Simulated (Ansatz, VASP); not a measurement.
## Two plane-wave programs on MgS

```
CELL_PARAMETERS angstrom
0.00000 2.60152 2.52920
2.60152 0.00000 2.52920
2.60152 2.60152 0.00000
ATOMIC_POSITIONS crystal
Mg 0.00000 0.00000 0.00000
S 0.50000 0.50000 0.50000
```

Change from the starting cell: uniaxial_z strain -2.8%.

Alike in both runs: task single point; functional r2SCAN; k mesh 8 × 8 × 8; no spin polarisation.

|  | VASP | Ansatz |
| --- | --- | --- |
| version | VASP 6.6.1 | Ansatz 0.2.0 |
| potentials or method | VASP PAW PBE potentials, release 64 (Mg, S) | plane waves, PAW |
| plane-wave cutoff (eV) | 520 | 500 |
| occupations | gaussian, width 0.01 eV | fixed |
| valence electrons in the cell | 8 | 16 |

|  | VASP | Ansatz | Ansatz less VASP |
| --- | --- | --- | --- |
| gap on the k mesh at the Fermi level (eV) | 3.36 | 3.38 | +0.027 |
| pressure (GPa) | 2.0 | 2.5 | +0.49 |
| traceless stress, the component that is largest in VASP (GPa) | 2.42 | 2.45 | +0.032 |

VASP's potentials were made for PBE, not for r2SCAN. VASP's potentials hold 8 valence electrons a cell and Ansatz's 16, so a difference there can come from the potentials and not from the codes.
